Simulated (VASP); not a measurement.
# Hf (P6_3/mmc) in VASP: notebook

The runs below take Hf through single point, relaxation of shape and atoms at fixed volume, with PBE.

Program: VASP 6.6.1. These are calculated values, not measurements. Logs are shortened: lines on timing, memory, paths and dates and some standing lists are left out, and cuts for length are marked.

### Step 1. The cell of the first run

Symmetry: P6_3/mmc, No. 194, hexagonal system. Conventional cell: a = 3.197 Å, b = 3.197 Å, c = 5.058 Å, α = 90.00°, β = 90.00°, γ = 120.00°. Hf (site symmetry -6m2) has 12 Hf at 3.13 to 3.20 Å within 4.1 Å.

### Step 2. Single point, PBE

The input, INCAR:

```
ALGO     = Normal         # electronic algorithm
EDIFF    = 1E-6           # SCF threshold, eV
ENCUT    = 500            # plane-wave cutoff, eV
GGA      = PE             # functional
GGA_COMPAT= False        
ISIF     = 2              # what is computed and relaxed
ISMEAR   = 0              # smearing method
LASPH    = True           # aspherical terms in the spheres
LCHARG   = True           # write CHGCAR
LELF     = True           # ELF
LREAL    = False          # projectors in reciprocal space
LVHAR    = True         
LWAVE    = False          # write WAVECAR
NBANDS   = 17             # bands
NELM     = 120            # most SCF steps
PREC     = Accurate       # precision mode
SIGMA    = 0.1            # smearing width, eV
```

The input, KPOINTS:

```
k-points
0
Gamma
  6 6 4
```

The input, POSCAR:

```
Hf
1.0
    3.1966985242      0.0000000000      0.0000000000
   -1.5983492621      2.7684221302      0.0000000000
    0.0000000000      0.0000000000      5.0578000000
Hf
2
Direct
    0.3333333333      0.6666666667      0.2500000000
    0.6666666667      0.3333333333      0.7500000000
```

Potentials or basis: VASP PAW PBE potentials, release 64 (Hf_pv).

Launch:

```sh
$ cat potpaw_PBE.64/Hf_pv/POTCAR > POTCAR
$ mpirun -np 1 vasp_std > vasp.out
```

OUTCAR:

```text
EDIFF = 1E-6
   ENCUT = 500
   GGA = PE
   ISIF = 2
   ISMEAR = 0
   LASPH = True
   LREAL = False
   NELM = 120
   PREC = Accurate

 ion  position               nearest neighbor table
   1  0.333  0.667  0.250-   2 3.13   2 3.13   2 3.13   2 3.13   2 3.13   2 3.13
   2  0.667  0.333  0.750-   1 3.13   1 3.13   1 3.13   1 3.13   1 3.13   1 3.13

  LATTYP: Found a hexagonal cell.
 ALAT       =     3.1966985242
 C/A-ratio  =     1.5821948681

  Lattice vectors:

 A1 = (   3.1966985242,   0.0000000000,   0.0000000000)
 A2 = (  -1.5983492621,   2.7684221302,   0.0000000000)
 A3 = (   0.0000000000,   0.0000000000,   5.0578000000)

Analysis of symmetry for initial positions (statically):
=====================================================================
 Subroutine PRICEL returns:
 Original cell was already a primitive cell.

 Routine SETGRP: Setting up the symmetry group for a
 hexagonal supercell.

 Subroutine GETGRP returns: Found 24 space group operations
 (whereof 12 operations were pure point group operations)
 out of a pool of 24 trial point group operations.

The static configuration has the point symmetry D_3d.
 The point group associated with its full space group is D_6h.

Analysis of symmetry for dynamics (positions and initial velocities):
=====================================================================
 Subroutine PRICEL returns:
 Original cell was already a primitive cell.

 Routine SETGRP: Setting up the symmetry group for a
 hexagonal supercell.

 Subroutine GETGRP returns: Found 24 space group operations
 (whereof 12 operations were pure point group operations)
 out of a pool of 24 trial point group operations.

The dynamic configuration has the point symmetry D_3d.
 The point group associated with its full space group is D_6h.

 Subroutine INISYM returns: Found 24 space group operations
 (whereof 12 operations are pure point group operations),
 and found     1 'primitive' translations

----------------------------------------------------------------------------------------

                                     Primitive cell

  volume of cell :      44.7606

  direct lattice vectors                    reciprocal lattice vectors
     3.196698524  0.000000000  0.000000000     0.312822743  0.180608295  0.000000000
    -1.598349262  2.768422130  0.000000000     0.000000000  0.361216589  0.000000000
     0.000000000  0.000000000  5.057800000     0.000000000  0.000000000  0.197714421

  length of vectors
     3.196698524  3.196698524  5.057800000     0.361216589  0.361216589  0.197714421

  position of ions in fractional coordinates (direct lattice)
     0.333333333  0.666666667  0.250000000
     0.666666667  0.333333333  0.750000000

  ion indices of the primitive-cell ions
   primitive index   ion index
                 1           1
                 2           2

----------------------------------------------------------------------------------------

 KPOINTS: k-points

Automatic generation of k-mesh.
 Grid dimensions read from file:
 generate k-points for:    6    6    4

 Generating k-lattice:

  Cartesian coordinates                     Fractional coordinates (reciprocal lattice)
     0.052137124  0.030101382  0.000000000     0.166666667  0.000000000  0.000000000
     0.000000000  0.060202765  0.000000000     0.000000000  0.166666667  0.000000000
     0.000000000  0.000000000  0.049428605     0.000000000  0.000000000  0.250000000

  Length of vectors
     0.060202765  0.060202765  0.049428605

  Shift w.r.t. Gamma in fractional coordinates (k-lattice)
     0.000000000  0.000000000  0.000000000

 Subroutine IBZKPT returns following result:
 ===========================================

 Found     21 irreducible k-points:

 Following reciprocal coordinates:
            Coordinates               Weight
  0.000000  0.000000  0.000000      1.000000
  0.166667  0.000000  0.000000      6.000000
  0.333333  0.000000  0.000000      6.000000
  0.500000 -0.000000  0.000000      3.000000
  0.166667  0.166667  0.000000      6.000000
  0.333333  0.166667  0.000000     12.000000
[... 13 lines left out ...]
  0.333333  0.166667  0.500000     12.000000
  0.333333  0.333333  0.500000      2.000000
   k-points           NKPTS =     21   k-points in BZ     NKDIM =     21   number of bands    NBANDS=     17
   number of dos      NEDOS =    301   number of ions     NIONS =      2
   total plane-waves  NPLWV =  23040
   dimension x,y,z NGX =    24 NGY =   24 NGZ =   40
   dimension x,y,z NGXF=    48 NGYF=   48 NGZF=   80
   ions per type =               2
   NGX,Y,Z   is equivalent  to a cutoff of  12.48, 12.48, 13.15 a.u.
   NGXF,Y,Z  is equivalent  to a cutoff of  24.96, 24.96, 26.30 a.u.
 SYSTEM =  unknown system
   PREC   = accura    normal or accurate (medium, high low for compatibility)
   ISTART =      0    job   : 0-new  1-cont  2-samecut
   ICHARG =      2    charge: 1-file 2-atom 10-const
   ISPIN  =      1    spin polarized calculation?
   LNONCOLLINEAR =      F non collinear calculations
   LSORBIT =      F    spin-orbit coupling
   LASPH  =      T    aspherical Exc in radial PAW
   ENCUT  =  500.0 eV  36.75 Ry    6.06 a.u.   5.83  5.83  9.22*2*pi/ulx,y,z
   NELM   =    120;   NELMIN=  2; NELMDL= -5     # of ELM steps
   EDIFF  = 0.1E-05   stopping-criterion for ELM
   LREAL  =      F    real-space projection
   EDIFFG = 0.1E-04   stopping-criterion for IOM
   NSW    =      0    number of steps for IOM
   IBRION =     -1    ionic relax: 0-MD 1-quasi-New 2-CG
   NFREE  =      0    steps in history (QN), initial steepest desc. (CG)
   ISIF   =      2    stress and relaxation
   ISYM   =      2    0-nonsym 1-usesym 2-fastsym
   POTIM  = 0.5000    time-step for ionic-motion
   TEBEG  =    0.0;   TEEND  =   0.0 temperature during run
   PSTRESS=    0.0 pullay stress
   NELECT =      20.0000    total number of electrons
   NUPDOWN=      -1.0000    fix difference up-down
   EMIN   =  10.00;   EMAX   =-10.00  energy-range for DOS
   EFERMI =   0.00;   METHOD = LEGACY
   ISMEAR =     0;   SIGMA  =   0.10  broadening in eV -4-tet -1-fermi 0-gaus
   EFERMI_NEDOS =   21; number of points for ismear=-14 and -15
   IALGO  =     38    algorithm
   IMIX   =      4    mixing-type and parameters
     AMIX     =   0.40;   BMIX     =  1.00
     AMIX_MAG =   1.60;   BMIX_MAG =  1.00
  volume/ion in A,a.u.               =      22.38       151.03
  Fermi-wavevector in a.u.,A,eV,Ry     =   1.251564  2.365112 21.312324  1.566412
  Thomas-Fermi vector in A             =   2.385505
   LORBIT       =      0    0 simple, 1 ext, 2 COOP (PROOUT), +10 PAW based schemes
   GGA     = PE    functional components
   LHFCALC =     F    Hartree Fock is set to
   AEXX    =    0.0000 exact exchange contribution
   IVDW    =     0    specifies the selected vdW correction
   LEPSILON=     F    determine dielectric tensor
   LRPA    =     F    only Hartree local field effects (RPA)
 non-spin polarized calculation
 Gauss-broadening in eV      SIGMA  =   0.10
  energy-cutoff  :      500.00
  volume of cell :       44.76
 maximum number of plane-waves:      1152
 NGX is ok and might be reduce to    24
   NGX = 11   NGY = 11   NGZ = 19

 number of electron      20.0000004 magnetization

 Free energy of the ion-electron system (eV)
  ---------------------------------------------------
  ext. energy  EPLUGINS =         0.00000000
  ---------------------------------------------------
  free energy    TOTEN  =       -19.82741989 eV

  energy without entropy =      -19.80947700  energy(sigma->0) =      -19.81844845

 E-fermi :   4.9688     XC(G=0): -11.2817

 val. band max:        4.9670463180   @ k =   0.3333   0.3333   0.2500
 cond. band min:       4.9858797909   @ k =   0.3333   0.1667   0.5000
 fundamental gap:      0.0188334730
 Fermi energy:         4.9688082036

 k-point     1 :       0.0000    0.0000    0.0000
  band No.  band energies     occupation
      1     -26.1534      2.00000
      2     -25.4213      2.00000
      3     -25.4213      2.00000
      4     -25.2938      2.00000
      5     -25.2938      2.00000
      6     -25.2877      2.00000
[... 9 lines left out ...]
     16       7.5563      0.00000
     17      10.2498      0.00000

 k-point     2 :       0.1667    0.0000    0.0000
  band No.  band energies     occupation
      1     -26.0841      2.00000
      2     -25.5636      2.00000
      3     -25.4679      2.00000
      4     -25.4412      2.00000
      5     -25.3209      2.00000
      6     -25.3139      2.00000
[... 9 lines left out ...]
     16       7.6476      0.00000
     17      10.7385      0.00000

 k-point     3 :       0.3333    0.0000    0.0000
  band No.  band energies     occupation
      1     -25.9146      2.00000
      2     -25.8482      2.00000
      3     -25.7149      2.00000
      4     -25.5548      2.00000
      5     -25.4175      2.00000
      6     -25.3590      2.00000
[... 9 lines left out ...]
     16       9.5587      0.00000
     17      11.2438      0.00000

 k-point     4 :       0.5000   -0.0000    0.0000
  band No.  band energies     occupation
      1     -25.9892      2.00000
      2     -25.8433      2.00000
      3     -25.7878      2.00000
      4     -25.5962      2.00000
      5     -25.5077      2.00000
      6     -25.3830      2.00000
[... 9 lines left out ...]
     16      11.3806      0.00000
     17      11.8605      0.00000
[... 283 lines left out ...]
      1     -25.8760      2.00000
      2     -25.8760      2.00000
      3     -25.5223      2.00000
      4     -25.5223      2.00000
      5     -25.4337      2.00000
      6     -25.4337      2.00000
[... 9 lines left out ...]
     16       9.5911      0.00000
     17      10.4708      0.00000

 k-point    20 :       0.3333    0.1667    0.5000
  band No.  band energies     occupation
      1     -25.9961      2.00000
      2     -25.9961      2.00000
      3     -25.6164      2.00000
      4     -25.6164      2.00000
      5     -25.4400      2.00000
      6     -25.4400      2.00000
[... 9 lines left out ...]
     16      10.4771      0.00000
     17      11.7489      0.00000

 k-point    21 :       0.3333    0.3333    0.5000
  band No.  band energies     occupation
      1     -25.9549      2.00000
      2     -25.9549      2.00000
      3     -25.7484      2.00000
      4     -25.7484      2.00000
      5     -25.4258      2.00000
      6     -25.4258      2.00000
[... 9 lines left out ...]
     16       9.9754      0.00000
     17      13.4903      0.00000

------------------------ aborting loop because EDIFF is reached ----------------------------------------

  FORCE on cell =-STRESS in cart. coord.  units (eV):
  Direction    XX          YY          ZZ          XY          YZ          ZX
  --------------------------------------------------------------------------------------
  -------------------------------------------------------------------------------------
  Total        0.0744424      0.0744424      0.2935005      0.0000000      0.0000000     -0.0000000
  in kB        2.6646196      2.6646196     10.5056691      0.0000000      0.0000000     -0.0000000
  external PRESSURE =       5.2783028 kB  Pullay stress =       0.0000000 kB

 VOLUME and BASIS-vectors are now :
 -----------------------------------------------------------------------------
  energy-cutoff  :      500.00
  volume of cell :       44.76
      direct lattice vectors                 reciprocal lattice vectors
     3.196698524  0.000000000  0.000000000     0.312822743  0.180608295  0.000000000
    -1.598349262  2.768422130  0.000000000     0.000000000  0.361216589  0.000000000
     0.000000000  0.000000000  5.057800000     0.000000000  0.000000000  0.197714421

 POSITION                                       TOTAL-FORCE (eV/Angst)
 -----------------------------------------------------------------------------------
     -0.00000      1.84561      1.26445        -0.000000      0.000000      0.000000
      1.59835      0.92281      3.79335         0.000000     -0.000000      0.000000
 -----------------------------------------------------------------------------------
    total drift:                               -0.000000      0.000000     -0.000000

  FREE ENERGIE OF THE ION-ELECTRON SYSTEM (eV)
  ---------------------------------------------------
  free  energy   TOTEN  =       -19.8274198926 eV

  energy  without entropy=      -19.8094769990  energy(sigma->0) =      -19.81844845
```

It took 6.2 s on 1 thread of Intel Xeon 6975P-C (Granite Rapids), shared host; peak memory 0.16 GiB.

Results:

| Item | Value |
| --- | --- |
| Free energy | -19.8274 eV |
| Pressure | 0.5 GPa |
| Band gap on the k mesh | zero (band 10 reaches 6.09 eV, above the bottom of band 11 at 4.72 eV) |

Caveat: the k points lie up to 0.38 Å⁻¹ apart; spin-orbit coupling is left out, which moves the levels of the heavy elements.

### Step 3. Relaxation of shape and atoms at fixed volume, PBE (volume scaled by 1.03)

The input, INCAR:

```
SYSTEM = Hf
PREC = Accurate
ENCUT = 600
EDIFF = 1E-6
ISMEAR = 0
SIGMA = 0.1
LREAL = .False.
LASPH = .True.
NELM = 60
ALGO = Fast
ISIF = 4
LWAVE = .False.
LCHARG = .False.
GGA = PE
IBRION = 2
NSW = 50
EDIFFG = -0.01
```

The input, KPOINTS:

```
regular mesh
0
Gamma
  15 15 8
  0 0 0
```

The input, POSCAR:

```
Hf
1.0
    3.2365500063      0.0000000000      0.0000000000
   -1.6182750031      2.8029345261      0.0000000000
    0.0000000000      0.0000000000      5.1178715065
Hf
2
Direct
    0.3333333333      0.6666666667      0.2500000000
    0.6666666667      0.3333333333      0.7500000000
```

Potentials or basis: VASP PAW PBE potentials, release 64 (Hf_pv).

Launch:

```sh
$ cat potpaw_PBE.64/Hf_pv/POTCAR > POTCAR
$ mpirun -np 1 vasp_std > vasp.out
```

Run time: 84 s. Hardware: 1 thread of Intel Xeon Platinum 8559C (Emerald Rapids), shared host; peak memory 0.25 GiB.

Results (log left out):

| Item | Value |
| --- | --- |
| Free energy | -19.8377 eV |
| Energy gained by relaxing | 0.0 meV/atom |
| Ionic steps | 2 |
| Pressure after relaxing | -3.5 GPa |
| Band gap on the k mesh | zero (band 10 reaches 5.83 eV, above the bottom of band 11 at 4.25 eV) |

Final structure:
```yaml
crystal:
  lattice:
    - [3.23783, 0.00000, 0.00000]
    - [-1.61892, 2.80405, 0.00000]
    - [0.00000, 0.00000, 5.11381]
  atoms:
    - { symbol: Hf, position: [0.33333, 0.66667, 0.25000] }
    - { symbol: Hf, position: [0.66667, 0.33333, 0.75000] }
```

Levels at points of the mesh, in eV from the Fermi level:
| k point | band 6 | band 7 | band 8 | band 9 | band 10 | band 11 | band 12 | band 13 | band 14 |
| --- | --- | --- | --- | --- | --- | --- | --- | --- | --- |
| (0.00, 0.00, 0.00) | -30.35 | -7.27 | -3.61 | 0.52 | 1.15 | 1.15 | 1.43 | 1.94 | 1.94 |
| (0.00, 0.00, 0.50) | -30.41 | -5.35 | -5.35 | 0.15 | 0.15 | 1.04 | 1.04 | 1.04 | 1.04 |

Caveat: spin-orbit coupling is left out, which moves the levels of the heavy elements.

### Step 4. Relaxation of shape and atoms at fixed volume, PBE (volume scaled by 1.06)

The input, INCAR:

```
ALGO = Fast ; EDIFF = 1E-7
EDIFFG = -0.01 ; ENCUT = 600
GGA = PE ; IBRION = 2
ISIF = 4 ; ISMEAR = 0
LASPH = True ; LCHARG = False
LREAL = False ; LWAVE = False
NELM = 60 ; NSW = 50
PREC = Accurate ; SIGMA = 0.1
```

The input, KPOINTS:

```
k-points
0
Gamma
  15 15 8
```

The input, POSCAR:

```
Hf
1.0
    3.2676725887      0.0000000000      0.0000000000
   -1.6338362943      2.8298874730      0.0000000000
    0.0000000000      0.0000000000      5.1670848284
Hf
2
Direct
    0.3333333333      0.6666666667      0.2500000000
    0.6666666667      0.3333333333      0.7500000000
```

Launch:

```sh
$ cat potpaw_PBE.64/Hf_pv/POTCAR > POTCAR
$ mpirun -np 1 vasp_std > vasp.out
```

Wall time 94 s (1 thread of Intel Xeon Platinum 8559C (Emerald Rapids), shared host); peak memory 0.25 GiB.

The run converged. Its results:

- Free energy: -19.7974 eV
- Energy gained by relaxing: 0.0 meV/atom
- Ionic steps: 2
- Pressure after relaxing: -6.1 GPa
- Band gap on the k mesh: zero (band 10 reaches 5.63 eV, above the bottom of band 11 at 4.07 eV)

Final structure:
```
Hf
1.0
     3.26925    0.00000    0.00000
    -1.63462    2.83125    0.00000
     0.00000    0.00000    5.16211
Hf
2
Direct
  0.33333 0.66667 0.25000
  0.66667 0.33333 0.75000
```

Levels at points of the mesh, in eV from the Fermi level:
| k point | band 7 | band 8 | band 9 | band 10 | band 11 | band 12 | band 13 | band 14 |
| --- | --- | --- | --- | --- | --- | --- | --- | --- |
| (0.00, 0.00, 0.00) | -7.17 | -3.52 | 0.43 | 1.14 | 1.14 | 1.41 | 1.89 | 1.89 |
| (0.00, 0.00, 0.50) | -5.30 | -5.30 | 0.16 | 0.16 | 1.03 | 1.03 | 1.03 | 1.03 |

Caveat: spin-orbit coupling is left out, which moves the levels of the heavy elements.

### Step 5. Overview

```csv
task,cell,k mesh,cutoff (eV),gap on the mesh (eV),pressure (GPa)
single point,"a = 3.197, b = 3.197, c = 5.058 Å, angles 90.0, 90.0, 120.0°, 2 atoms",6 × 6 × 4,500,none,0.5
relaxation of shape and atoms at fixed volume,"relaxed from a = 3.237, b = 3.237, c = 5.118 Å, angles 90.0, 90.0, 120.0°, 2 atoms",15 × 15 × 8,600,none,-3.5
relaxation of shape and atoms at fixed volume,"relaxed from a = 3.268, b = 3.268, c = 5.167 Å, angles 90.0, 90.0, 120.0°, 2 atoms",15 × 15 × 8,600,none,-6.1
```

Alike in all rows: level PBE; potentials or basis VASP PAW PBE potentials, release 64 (Hf_pv); no spin polarisation; smearing gaussian 0.1 eV.

Caveats: some runs use coarse meshes; spin-orbit coupling is left out, which moves the levels of the heavy elements.

Total energies depend on the potentials used, so only differences within one code and one set of settings carry meaning.
